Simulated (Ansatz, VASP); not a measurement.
**Two plane-wave programs on CdSe**

```
Cd Se
1.0
     4.25909    0.00000    0.00000
    -2.12955    3.68848    0.00000
     0.00000    0.00000    6.95118
Cd Se
2 2
Cartesian
  0.0000 2.4590 0.0013
  2.1295 1.2295 3.4769
  0.0000 2.4590 2.6124
  2.1295 1.2295 6.0879
```

Alike in both runs: task single point; functional PBEsol; k mesh 9 × 9 × 4; no spin polarisation.

|  | VASP | Ansatz |
| --- | --- | --- |
| version | VASP 6.6.1 | Ansatz 0.2.0 |
| potentials or method | VASP PAW PBE potentials, release 64 (Cd, Se), cutoff 500 eV | scalar-relativistic, plane waves, PAW |
| occupations | gaussian, width 0.01 eV | fixed |
| valence electrons in the cell | 36 | 72 |

|  | VASP | Ansatz | Ansatz less VASP |
| --- | --- | --- | --- |
| gap on the k mesh at the Fermi level (eV) | 0.60 | 0.60 | -0.003 |
| least direct gap on the mesh (eV) | 0.60 | 0.60 | -0.003 |
| pressure (GPa) | 2.1 | 1.7 | -0.38 |

VASP's potentials were made for PBE, not for PBEsol, and Ansatz warns of the same on its side. VASP's potentials hold 36 valence electrons a cell and Ansatz's 72, so a difference there can come from the potentials and not from the codes.
